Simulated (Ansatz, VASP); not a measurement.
**Hf: VASP beside Ansatz**

```
Hf
1.0
     0.00000    3.28177    3.28177
     3.28177    0.00000    3.28177
     3.28177    3.28177    0.00000
Hf
2
Direct
  0.12500 0.12500 0.12500
  0.87500 0.87500 0.87500
```

Alike in both runs: task single point; functional RPBE; k mesh 9 × 9 × 9; occupations fermi-dirac, width 0.1 eV; no spin polarisation.

|  | VASP | Ansatz |
| --- | --- | --- |
| version | VASP 6.6.1 | Ansatz 0.2.0 |
| potentials or method | VASP PAW PBE potentials, release 64 (Hf_pv), cutoff 520 eV | plane waves (420 eV) with PAW, scalar-relativistic |
| valence electrons in the cell | 20 | 52 |

|  | VASP | Ansatz | Ansatz less VASP |
| --- | --- | --- | --- |
| pressure (GPa) | 1.0 | 1.2 | +0.23 |

VASP's potentials were made for PBE, not for RPBE. VASP's potentials hold 20 valence electrons a cell and Ansatz's 52, so a difference there can come from the potentials and not from the codes.

Spin-orbit coupling is off throughout.
